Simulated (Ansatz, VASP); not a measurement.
Be: VASP beside Ansatz

File INCAR:

```
PREC = Accurate
ENCUT = 520
EDIFF = 1E-6
ISMEAR = -1
SIGMA = 0.05
LREAL = F
LASPH = T
NELM = 100
ALGO = Normal
ISIF = 2
LWAVE = F
LCHARG = F
GGA = PE
NBANDS = 9
```

The input KPOINTS:

```
Automatic mesh
0
Gamma
  13 13 8
```

File POSCAR:

```
Be
1.0
    2.3301211831      0.0000000000      0.0000000000
   -1.1650605915      2.0179441385      0.0000000000
    0.0000000000      0.0000000000      3.6544962781
Be
2
Direct
    0.6666666667      0.3333333333      0.7500000000
    0.3333333333      0.6666666667      0.2500000000
```

Contents of input.yaml:

```yaml
crystal:
  lattice:
    - [2.3301211831, 0.0, 0.0]
    - [-1.1650605915, 2.0179441385, 0.0]
    - [0.0, 0.0, 3.6544962781]
  atoms:
    - { symbol: Be, position: [0.6666666667, 0.3333333333, 0.75] }
    - { symbol: Be, position: [0.3333333333, 0.6666666667, 0.25] }
hamiltonian:
  xc: pbe
  pseudopotentials: { kind: paw, source: jth }
kpoints:
  mp_grid: { grid: [13, 13, 8] }
scf:
  occupations: { method: fermi_dirac, width: 0.05 }
output:
  forces: true
  stress: true
  eigenvalues: true
```

Alike in both runs: task single point; functional PBE; k mesh 13 × 13 × 8; occupations fermi-dirac, width 0.05 eV; no spin polarisation.

```csv
,VASP,Ansatz
version,VASP 6.6.1,Ansatz 0.2.0
potentials or method,"VASP PAW PBE potentials, release 64 (Be)",JTH PAW
plane-wave cutoff (eV),520,1080
valence electrons in the cell,4,8
```

```csv
,VASP,Ansatz,Ansatz less VASP
gap on the k mesh at the Fermi level (eV),none,none,-
pressure (GPa),-8.7,-8.8,-0.13
"traceless stress, the component that is largest in VASP (GPa)",-1.29,-1.32,-0.030
```

A gap of «none» marks a metal or a gap that the smearing closes. VASP's potentials hold 4 valence electrons a cell and Ansatz's 8, so a difference there can come from the potentials and not from the codes.
